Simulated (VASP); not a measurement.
A run of VASP 6.6.1 is set up as follows.

INCAR

```
ALGO = Normal
EDIFF = 1E-6
ENCUT = 520
GGA = PS
GGA_COMPAT = False
ISIF = 2
ISMEAR = -1
LASPH = True
LCHARG = False
LORBIT = 11
LORBMOM = True
LREAL = False
LSORBIT = True
LWAVE = False
MAGMOM = 0 0 0 0 0 0
NBANDS = 32
NELM = 150
PREC = Accurate
SIGMA = 0.05
```

KPOINTS

```
k-points
0
Gamma
  6 6 6
```

Contents of POSCAR:

```
SnSe
1.0
    0.0000000000      3.0100000000      3.0100000000
    3.0100000000      0.0000000000      3.0100000000
    3.0100000000      3.0100000000      0.0000000000
Sn Se
1 1
Direct
    0.0000000000      0.0000000000      0.0000000000
    0.5000000000      0.5000000000      0.5000000000
```

Potentials or basis: VASP PAW PBE potentials, release 64 (Sn_d, Se).

Command:

```sh
$ cat potpaw_PBE.64/Sn_d/POTCAR potpaw_PBE.64/Se/POTCAR > POTCAR
$ mpirun -np 1 vasp_ncl > vasp.out
```

(1) Predict the pressure.

(2) What does it give for the net moment?

Results:

(1) -2.3 GPa.

(2) 0.00 μB per cell.

Caveat: the PAW data sets were made with another functional, which shifts forces and pressure a little.
